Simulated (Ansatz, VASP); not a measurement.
One calculation of AgBr, two programs

```
Ag Br
1.0
     4.17339    0.00000    0.04266
     0.00000    4.17269    0.00000
    -0.05827    0.00000    5.89719
Ag Br
2 2
Direct
  0.74982 0.75000 0.74995
  0.25018 0.25000 0.25005
  0.24977 0.25000 0.75000
  0.75023 0.75000 0.25000
```

Alike in both runs: task single point; functional PBE; k mesh 6 × 6 × 4; no spin polarisation.

|  | VASP | Ansatz |
| --- | --- | --- |
| version | VASP 6.6.1 | Ansatz 0.2.0 |
| potentials or method | VASP PAW PBE potentials, release 64 (Ag, Br) | plane waves, PAW |
| plane-wave cutoff (eV) | 500 | 420 |
| occupations | gaussian, width 0.01 eV | fixed |
| valence electrons in the cell | 36 | 52 |

|  | VASP | Ansatz | Ansatz less VASP |
| --- | --- | --- | --- |
| gap on the k mesh at the Fermi level (eV) | 0.70 | 0.70 | +0.001 |
| pressure (GPa) | -1.1 | -1.1 | +0.04 |

VASP's potentials hold 36 valence electrons a cell and Ansatz's 52, so a difference there can come from the potentials and not from the codes.
